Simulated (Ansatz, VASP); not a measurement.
TePb: VASP beside Ansatz

```
Pb Te
1.0
     3.93057    0.00000    0.00000
     0.00000    3.93057    0.00000
     0.00000    0.00000    3.93057
Pb Te
1 1
Cartesian
  0.0000 0.0000 0.0000
  1.9653 1.9653 1.9653
```

Alike in both runs: task single point; functional PBE; k mesh 8 × 8 × 8; occupations gaussian, width 0.05 eV; no spin polarisation.

|  | VASP | Ansatz |
| --- | --- | --- |
| version | VASP 6.6.1 | Ansatz 0.2.0 |
| potentials or method | VASP PAW PBE potentials, release 64 (Pb_d, Te), cutoff 520 eV | scalar-relativistic, plane waves, PAW |
| valence electrons in the cell | 20 | 30 |

|  | VASP | Ansatz | Ansatz less VASP |
| --- | --- | --- | --- |
| gap on the k mesh at the Fermi level (eV) | none | none | - |
| pressure (GPa) | 2.3 | 2.3 | +0.04 |

A gap of «none» marks a metal or a gap that the smearing closes. With one functional, cell and mesh, what is left measures potentials, basis and numerics. VASP's potentials hold 20 valence electrons a cell and Ansatz's 30, so a difference there can come from the potentials and not from the codes.

Spin-orbit coupling is off throughout.
